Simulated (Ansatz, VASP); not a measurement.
**LuAl2Rh2: VASP beside Ansatz**

```
CELL_PARAMETERS angstrom
0.00000 4.02212 0.00000
4.02212 0.00000 0.00000
2.01106 2.01106 -4.93601
ATOMIC_POSITIONS crystal
Al 0.36200 0.36200 0.27600
Al 0.63800 0.63800 0.72400
Lu 0.00000 0.00000 0.00000
Rh 0.75000 0.25000 0.50000
Rh 0.25000 0.75000 0.50000
```

Alike in both runs: task single point; functional r2SCAN; k mesh 9 × 9 × 9; no spin polarisation.

```csv
,VASP,Ansatz
version,VASP 6.6.1,Ansatz 0.2.0
potentials or method,"VASP PAW PBE potentials, release 64 (Al, Lu, Rh_pv), cutoff 520 eV",PAW plane waves
occupations,"fermi-dirac, width 0.1 eV",fermi-dirac
valence electrons in the cell,61,65
```

```csv
,VASP,Ansatz,Ansatz less VASP
pressure (GPa),18.4,18.1,-0.35
"traceless stress, the component that is largest in VASP (GPa)",-9.19,-9.06,+0.134
rms of the force components (eV/Å),0.792,0.784,-0.0079
```

VASP's potentials were made for PBE, not for r2SCAN. Atom by atom the forces differ by 0.008 eV/Å (rms over components). VASP's potentials hold 61 valence electrons a cell and Ansatz's 65, so a difference there can come from the potentials and not from the codes.

Spin-orbit coupling is off throughout.
